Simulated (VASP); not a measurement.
The system is MgZn2O3.

```
Mg Zn O
1.0
     3.04791    0.00000    0.00000
    -1.52395    2.63957    0.00000
     0.00000    0.00000    7.43802
Mg Zn O
1 2 3
Direct
  0.00000 0.00000 0.00000
  0.33333 0.66667 0.66864
  0.66667 0.33333 0.33136
  0.33333 0.66667 0.16055
  0.66667 0.33333 0.83945
  0.00000 0.00000 0.50000
```

| Property | Result |
| --- | --- |
| Program | VASP 6.6.1 |
| Task | relaxation of cell and atoms |
| Functional | PBEsol |
| Potentials or basis | VASP PAW PBE potentials, release 64 (Mg, Zn, O) |
| Cutoff | 600 eV |
| k mesh | 12 × 12 × 4 |
| Occupations | fermi-dirac, width 0.02 eV |
| Spin | no spin polarisation |

At the start: pressure -6.2 GPa; volume 9.97 Å³/atom.

Q: How do energy, volume and symmetry change on relaxing?

A: Over 10 steps the energy falls by 7.6 meV/atom and the volume is 9.60 Å³/atom (-3.7 %); space group P-3m1 (No. 164, to 0.1 Å) before and after.

Step by step:
```
step  energy change (eV)  largest force (eV/Å)  pressure (GPa)  volume (Å³)
   1              0.0000                0.0809           -6.24        59.84
   2             -0.0338                0.0344            3.60        56.54
   3             -0.0453                0.0066            0.04        57.61
   4             -0.0453                0.0089           -0.08        57.65
   5             -0.0453                0.0039           -0.12        57.65
   6             -0.0453                0.0038           -0.11        57.65
   7             -0.0453                0.0024           -0.11        57.63
   8             -0.0453                0.0025            0.09        57.56
   9             -0.0453                0.0012            0.11        57.59
  10             -0.0453                0.0014            0.06        57.61
```

Final structure:
```
CELL_PARAMETERS angstrom
3.01047 0.00000 0.00000
-1.50523 2.60714 0.00000
0.00000 0.00000 7.33987
ATOMIC_POSITIONS crystal
Mg 0.00000 0.00000 0.00000
Zn 0.33333 0.66667 0.66856
Zn 0.66667 0.33333 0.33144
O 0.33333 0.66667 0.16099
O 0.66667 0.33333 0.83901
O 0.00000 0.00000 0.50000
```

Caveat: the PAW data sets were made with another functional, which shifts forces and pressure a little.
